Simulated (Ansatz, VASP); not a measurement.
## Sn: VASP beside Ansatz

```
Sn
1.0
     0.00000    3.22937    3.24560
     3.26183    0.00000    3.24560
     3.26183    3.22937    0.00000
Sn
2
Direct
  0.50000 0.50000 0.50000
  0.75000 0.75000 0.75000
```

Change from the starting cell: strain +0.0050 x Voigt [1, -1, 0, 0, 0, 0], atoms carried along.

Alike in both runs: task single point; functional PBE; k mesh 12 × 12 × 12; occupations gaussian, width 0.15 eV; no spin polarisation.

```csv
,VASP,Ansatz
version,VASP 6.6.1,Ansatz 0.2.0
potentials or method,"VASP PAW PBE potentials, release 64 (Sn_d), cutoff 520 eV","scalar-relativistic, plane waves, PAW"
valence electrons in the cell,28,28
```

Ansatz gave:

```
gap on the k mesh at the Fermi level (eV)                     : none
pressure (GPa)                                                : 3.2
traceless stress, the component that is largest in VASP (GPa) : -0.15
```

Which values does VASP return?

gap on the k mesh at the Fermi level (eV): none; pressure (GPa): 3.1; traceless stress, the component that is largest in VASP (GPa): -0.15.

A gap of «none» marks a metal or a gap that the smearing closes.
